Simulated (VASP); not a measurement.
# RbMg3 (Pmm2) in VASP: single point with PBEsol

Aim: the single point of RbMg3 with PBEsol.

Program: VASP 6.6.1. These are calculated values, not measurements. Logs are shortened: lines on timing, memory, paths and dates and some standing lists are left out, and cuts for length are marked.

### Step 1. The cell of the first run

The structure is orthorhombic, space group Pmm2 (No. 25). The conventional cell has a = 3.262 Å, b = 5.409 Å, c = 7.760 Å, α = 90.00°, β = 90.00°, γ = 90.00°. Rb (site symmetry mm2) has 2 Rb at 3.26 Å and 8 Mg at 3.81 to 4.05 Å within 4.3 Å. Mg (site symmetry mm2) has 8 Mg at 3.13 to 3.31 Å and 2 Rb at 4.00 Å within 4.1 Å. Mg (site symmetry mm2) has 6 Mg at 3.02 to 3.26 Å within 4.0 Å. Mg (site symmetry mm2) has 8 Mg at 3.02 to 3.31 Å and 2 Rb at 3.81 Å within 4.0 Å.

### Step 2. Single point, PBEsol (strained and its atoms moved)

File INCAR:

```
SYSTEM = RbMg3
PREC     = Accurate       ! precision mode
ENCUT    = 520            ! plane-wave cutoff, eV
EDIFF    = 1E-7           ! SCF threshold, eV
ISMEAR   = 0              ! smearing method
SIGMA    = 0.1            ! smearing width, eV
LREAL    = .False.        ! projectors in reciprocal space
LASPH    = .True.         ! aspherical terms in the spheres
NELM     = 60             ! most SCF steps
ALGO     = Fast           ! electronic algorithm
ISIF     = 2              ! what is computed and relaxed
LWAVE    = .False.        ! write WAVECAR
LCHARG   = .False.        ! write CHGCAR
GGA      = PS             ! functional
NBANDS   = 16             ! bands
```

File KPOINTS:

```
regular mesh
0
Gamma
  12 8 6
  0 0 0
```

File POSCAR:

```
RbMg3
1.0
    3.2623264012      0.0000000000      0.0000000000
    0.0000000000      5.4090405475      0.0000000000
    0.0000000000      0.0000000000      7.7602157275
Rb Mg
1 3
Direct
    0.0000000000      0.0000000000      0.1223331189
    0.5000000000      0.0000000000      0.6512981043
    0.5000000000      0.5000000000      0.4493979294
    0.0000000000      0.5000000000      0.7769708474
```

Potentials or basis: VASP PAW PBE potentials, release 64 (Rb_sv, Mg).

The run is started by

```bash
$ cat potpaw_PBE.64/Rb_sv/POTCAR potpaw_PBE.64/Mg/POTCAR > POTCAR
$ mpirun -np 1 vasp_std > vasp.out
```

OUTCAR:

```text
SYSTEM = RbMg3
   PREC = Accurate
   ENCUT = 520
   EDIFF = 1E-7
   ISMEAR = 0
   LREAL = .False.
   LASPH = .True.
   NELM = 60
   ISIF = 2
   GGA = PS

 ion  position               nearest neighbor table
   1  0.000  0.000  0.122-   4 3.81   4 3.81   2 4.00   2 4.00   3 4.05   3 4.05   3 4.05   3 4.05
                             2 4.42   2 4.42
   2  0.500  0.000  0.651-   3 3.13   3 3.13   4 3.31   4 3.31   4 3.31   4 3.31   1 4.00   1 4.00
                             1 4.42   1 4.42
   3  0.500  0.500  0.449-   4 3.02   4 3.02   2 3.13   2 3.13   1 4.05   1 4.05   1 4.05   1 4.05

   4  0.000  0.500  0.777-   3 3.02   3 3.02   2 3.31   2 3.31   2 3.31   2 3.31   1 3.81   1 3.81

  LATTYP: Found a simple orthorhombic cell.
 ALAT       =     3.2623264012
 B/A-ratio  =     1.6580316873
 C/A-ratio  =     2.3787367581

  Lattice vectors:

 A1 = (   3.2623264012,   0.0000000000,   0.0000000000)
 A2 = (   0.0000000000,   5.4090405475,   0.0000000000)
 A3 = (   0.0000000000,   0.0000000000,   7.7602157275)

Analysis of symmetry for initial positions (statically):
=====================================================================
 Subroutine PRICEL returns:
 Original cell was already a primitive cell.

 Routine SETGRP: Setting up the symmetry group for a
 simple orthorhombic supercell.

 Subroutine GETGRP returns: Found  4 space group operations
 (whereof  4 operations were pure point group operations)
 out of a pool of  8 trial point group operations.

The static configuration has the point symmetry C_2v.

Analysis of symmetry for dynamics (positions and initial velocities):
=====================================================================
 Subroutine PRICEL returns:
 Original cell was already a primitive cell.

 Routine SETGRP: Setting up the symmetry group for a
 simple orthorhombic supercell.

 Subroutine GETGRP returns: Found  4 space group operations
 (whereof  4 operations were pure point group operations)
 out of a pool of  8 trial point group operations.

The dynamic configuration has the point symmetry C_2v.

 Subroutine INISYM returns: Found  4 space group operations
 (whereof  4 operations are pure point group operations),
 and found     1 'primitive' translations

----------------------------------------------------------------------------------------

                                     Primitive cell

  volume of cell :     136.9372

  direct lattice vectors                    reciprocal lattice vectors
     3.262326401  0.000000000  0.000000000     0.306529721  0.000000000  0.000000000
     0.000000000  5.409040548  0.000000000     0.000000000  0.184875671  0.000000000
     0.000000000  0.000000000  7.760215728     0.000000000  0.000000000  0.128862397

  length of vectors
     3.262326401  5.409040548  7.760215728     0.306529721  0.184875671  0.128862397

  position of ions in fractional coordinates (direct lattice)
     0.000000000  0.000000000  0.122333119
     0.500000000  0.000000000  0.651298104
     0.500000000  0.500000000  0.449397929
     0.000000000  0.500000000  0.776970847

  ion indices of the primitive-cell ions
   primitive index   ion index
                 1           1
                 2           2
                 3           3
                 4           4

----------------------------------------------------------------------------------------

 KPOINTS: regular mesh

Automatic generation of k-mesh.
 Grid dimensions read from file:
 generate k-points for:   12    8    6

 Generating k-lattice:

  Cartesian coordinates                     Fractional coordinates (reciprocal lattice)
     0.025544143  0.000000000  0.000000000     0.083333333  0.000000000  0.000000000
     0.000000000  0.023109459  0.000000000     0.000000000  0.125000000  0.000000000
     0.000000000  0.000000000  0.021477066     0.000000000  0.000000000  0.166666667

  Length of vectors
     0.025544143  0.023109459  0.021477066

  Shift w.r.t. Gamma in fractional coordinates (k-lattice)
     0.000000000  0.000000000  0.000000000

 Subroutine IBZKPT returns following result:
 ===========================================

 Found    140 irreducible k-points:

 Following reciprocal coordinates:
            Coordinates               Weight
  0.000000  0.000000  0.000000      1.000000
  0.083333  0.000000  0.000000      2.000000
  0.166667  0.000000  0.000000      2.000000
  0.250000  0.000000  0.000000      2.000000
  0.333333  0.000000  0.000000      2.000000
  0.416667  0.000000  0.000000      2.000000
[... 16 lines left out ...]
  0.083333  0.375000  0.000000      4.000000
  0.166667  0.375000  0.000000      4.000000
 [... further k-points ...]
   k-points           NKPTS =    140   k-points in BZ     NKDIM =    140   number of bands    NBANDS=     16
   number of dos      NEDOS =    301   number of ions     NIONS =      4
   total plane-waves  NPLWV =  57600
   dimension x,y,z NGX =    24 NGY =   40 NGZ =   60
   dimension x,y,z NGXF=    48 NGYF=   80 NGZF=  120
   ions per type =               1   3
   NGX,Y,Z   is equivalent  to a cutoff of  12.23, 12.29, 12.85 a.u.
   NGXF,Y,Z  is equivalent  to a cutoff of  24.46, 24.59, 25.71 a.u.
 SYSTEM =  RbMg3
   PREC   = accura    normal or accurate (medium, high low for compatibility)
   ISTART =      0    job   : 0-new  1-cont  2-samecut
   ICHARG =      2    charge: 1-file 2-atom 10-const
   ISPIN  =      1    spin polarized calculation?
   LNONCOLLINEAR =      F non collinear calculations
   LSORBIT =      F    spin-orbit coupling
   LASPH  =      T    aspherical Exc in radial PAW
   ENCUT  =  520.0 eV  38.22 Ry    6.18 a.u.   6.07 10.06 14.43*2*pi/ulx,y,z
   NELM   =     60;   NELMIN=  2; NELMDL= -5     # of ELM steps
   EDIFF  = 0.1E-06   stopping-criterion for ELM
   LREAL  =      F    real-space projection
   EDIFFG = 0.1E-05   stopping-criterion for IOM
   NSW    =      0    number of steps for IOM
   IBRION =     -1    ionic relax: 0-MD 1-quasi-New 2-CG
   NFREE  =      0    steps in history (QN), initial steepest desc. (CG)
   ISIF   =      2    stress and relaxation
   ISYM   =      2    0-nonsym 1-usesym 2-fastsym
   POTIM  = 0.5000    time-step for ionic-motion
   TEBEG  =    0.0;   TEEND  =   0.0 temperature during run
   PSTRESS=    0.0 pullay stress
   NELECT =      15.0000    total number of electrons
   NUPDOWN=      -1.0000    fix difference up-down
   EMIN   =  10.00;   EMAX   =-10.00  energy-range for DOS
   EFERMI =   0.00;   METHOD = LEGACY
   ISMEAR =     0;   SIGMA  =   0.10  broadening in eV -4-tet -1-fermi 0-gaus
   EFERMI_NEDOS =   21; number of points for ismear=-14 and -15
   IALGO  =     68    algorithm
   IMIX   =      4    mixing-type and parameters
     AMIX     =   0.40;   BMIX     =  1.00
     AMIX_MAG =   1.60;   BMIX_MAG =  1.00
  volume/ion in A,a.u.               =      34.23       231.02
  Fermi-wavevector in a.u.,A,eV,Ry     =   0.783306  1.480234  8.348103  0.613568
  Thomas-Fermi vector in A             =   1.887207
   LORBIT       =      0    0 simple, 1 ext, 2 COOP (PROOUT), +10 PAW based schemes
   GGA     = PS    functional components
   LHFCALC =     F    Hartree Fock is set to
   AEXX    =    0.0000 exact exchange contribution
   IVDW    =     0    specifies the selected vdW correction
   LEPSILON=     F    determine dielectric tensor
   LRPA    =     F    only Hartree local field effects (RPA)
 non-spin polarized calculation
 RMM-DIIS sequential band-by-band and
 Gauss-broadening in eV      SIGMA  =   0.10
  energy-cutoff  :      520.00
  volume of cell :      136.94
 maximum number of plane-waves:      3728
   NGX = 13   NGY = 21   NGZ = 29

 number of electron      15.0000000 magnetization

 Free energy of the ion-electron system (eV)
  ---------------------------------------------------
  ext. energy  EPLUGINS =         0.00000000
  ---------------------------------------------------
  free energy    TOTEN  =        -5.23187848 eV

  energy without entropy =       -5.22165871  energy(sigma->0) =       -5.22676860

 E-fermi :   1.3777     XC(G=0):  -7.5746

 val. band max:        1.3768135350   @ k =   0.2500   0.0000   0.1667
 cond. band min:       1.3800589066   @ k =   0.2500   0.1250   0.1667
 fundamental gap:      0.0032453716
 Fermi energy:         1.3777159573

 k-point     1 :       0.0000    0.0000    0.0000
  band No.  band energies     occupation
      1     -27.2161      2.00000
      2     -11.2866      2.00000
      3     -11.2783      2.00000
      4     -10.5121      2.00000
      5      -4.2952      2.00000
      6      -1.0239      2.00000
[... 8 lines left out ...]
     15       6.9647      0.00000
     16       8.0876      0.00000

 k-point     2 :       0.0833    0.0000    0.0000
  band No.  band energies     occupation
      1     -27.2012      2.00000
      2     -11.2676      2.00000
      3     -11.2604      2.00000
      4     -10.6553      2.00000
      5      -4.1952      2.00000
      6      -0.9384      2.00000
[... 8 lines left out ...]
     15       6.6991      0.00000
     16       7.4202      0.00000

 k-point     3 :       0.1667    0.0000    0.0000
  band No.  band energies     occupation
      1     -27.1601      2.00000
      2     -11.2154      2.00000
      3     -11.2110      2.00000
      4     -11.0258      2.00000
      5      -3.8974      2.00000
      6      -0.6844      2.00000
[... 8 lines left out ...]
     15       5.7167      0.00000
     16       6.4740      0.00000

 k-point     4 :       0.2500    0.0000    0.0000
  band No.  band energies     occupation
      1     -27.1029      2.00000
      2     -11.4914      2.00000
      3     -11.1423      2.00000
      4     -11.1421      2.00000
      5      -3.4064      2.00000
      6      -0.2700      2.00000
[... 8 lines left out ...]
     15       5.7172      0.00000
     16       6.3458      0.00000

 k-point     5 :       0.3333    0.0000    0.0000
  band No.  band energies     occupation
      1     -27.0446      2.00000
      2     -11.9203      2.00000
      3     -11.0714      2.00000
      4     -11.0674      2.00000
      5      -2.7268      2.00000
      6       0.2869      2.00000
[... 8 lines left out ...]
     15       5.9724      0.00000
     16       6.5314      0.00000

 k-point     6 :       0.4167    0.0000    0.0000
  band No.  band energies     occupation
      1     -27.0011      2.00000
      2     -12.2157      2.00000
      3     -11.0185      2.00000
      4     -11.0112      2.00000
      5      -1.8641      2.00000
      6       0.4000      2.00000
[... 8 lines left out ...]
     15       5.4412      0.00000
     16       5.5698      0.00000
[... 267 lines left out ...]
 k-point    21 :       0.5000    0.2500    0.0000
  band No.  band energies     occupation
      1     -26.9848      2.00000
      2     -12.3184      2.00000
      3     -11.0105      2.00000
      4     -10.9889      2.00000
      5      -0.6622      2.00000
      6      -0.4025      2.00000
[... 8 lines left out ...]
     15       5.4242      0.00000
     16       6.7385      0.00000

 k-point    22 :       0.0000    0.3750    0.0000
  band No.  band energies     occupation
      1     -27.2156      2.00000
      2     -11.3113      2.00000
      3     -11.2815      2.00000
      4     -10.5115      2.00000
      5      -3.6139      2.00000
      6      -2.1490      2.00000
[... 8 lines left out ...]
     15       7.1748      0.00000
     16       7.6162      0.00000

 k-point    23 :       0.0833    0.3750    0.0000
  band No.  band energies     occupation
      1     -27.2007      2.00000
      2     -11.2926      2.00000
      3     -11.2627      2.00000
      4     -10.6543      2.00000
      5      -3.5166      2.00000
      6      -2.0517      2.00000
[... 8 lines left out ...]
     15       7.1916      0.00000
     16       7.5277      0.00000

 k-point    24 :       0.1667    0.3750    0.0000
  band No.  band energies     occupation
      1     -27.1596      2.00000
      2     -11.2409      2.00000
      3     -11.2109      2.00000
      4     -11.0239      2.00000
      5      -3.2264      2.00000
      6      -1.7622      2.00000
[... 8 lines left out ...]
     15       6.7145      0.00000
     16       7.0599      0.00000

 [... further k-points ...]

------------------------ aborting loop because EDIFF is reached ----------------------------------------

  FORCE on cell =-STRESS in cart. coord.  units (eV):
  Direction    XX          YY          ZZ          XY          YZ          ZX
  --------------------------------------------------------------------------------------
  -------------------------------------------------------------------------------------
  Total        0.1047130     -1.1435039      0.0363171      0.0000000      0.0000000      0.0000000
  in kB        1.2251516    -13.3790964      0.4249138      0.0000000      0.0000000      0.0000000
  external PRESSURE =      -3.9096770 kB  Pullay stress =       0.0000000 kB

 VOLUME and BASIS-vectors are now :
 -----------------------------------------------------------------------------
  energy-cutoff  :      520.00
  volume of cell :      136.94
      direct lattice vectors                 reciprocal lattice vectors
     3.262326401  0.000000000  0.000000000     0.306529721  0.000000000  0.000000000
     0.000000000  5.409040548  0.000000000     0.000000000  0.184875671  0.000000000
     0.000000000  0.000000000  7.760215728     0.000000000  0.000000000  0.128862397

 POSITION                                       TOTAL-FORCE (eV/Angst)
 -----------------------------------------------------------------------------------
      0.00000      0.00000      0.94933         0.000000      0.000000      0.166965
      1.63116      0.00000      5.05421         0.000000      0.000000     -0.009348
      1.63116      2.70452      3.48742         0.000000      0.000000     -0.238397
      0.00000      2.70452      6.02946         0.000000      0.000000      0.080780
 -----------------------------------------------------------------------------------
    total drift:                                0.000000      0.000000     -0.000125

  FREE ENERGIE OF THE ION-ELECTRON SYSTEM (eV)
  ---------------------------------------------------
  free  energy   TOTEN  =        -5.2318784835 eV

  energy  without entropy=       -5.2216587093  energy(sigma->0) =       -5.22676860
```

It took 7.8 min on 1 thread of Oxide Virtual Turin-like, shared host; peak memory 0.42 GiB.

What came out:

| Item | Value |
| --- | --- |
| Free energy | -5.2319 eV |
| Pressure | -0.4 GPa |
| Largest force | 0.238 eV/Å |

Forces on the atoms (eV/Å):
```
Rb   0.000  0.000  0.167
Mg   0.000  0.000 -0.009
Mg   0.000  0.000 -0.238
Mg   0.000  0.000  0.081
```

Stress tensor (GPa, compression positive):
```
 0.12  0.00  0.00
 0.00 -1.34  0.00
 0.00  0.00  0.04
```

Caveat: the cell differs from its parent crystal (strained and its atoms moved); the PAW data sets were made with another functional, which shifts forces and pressure a little.
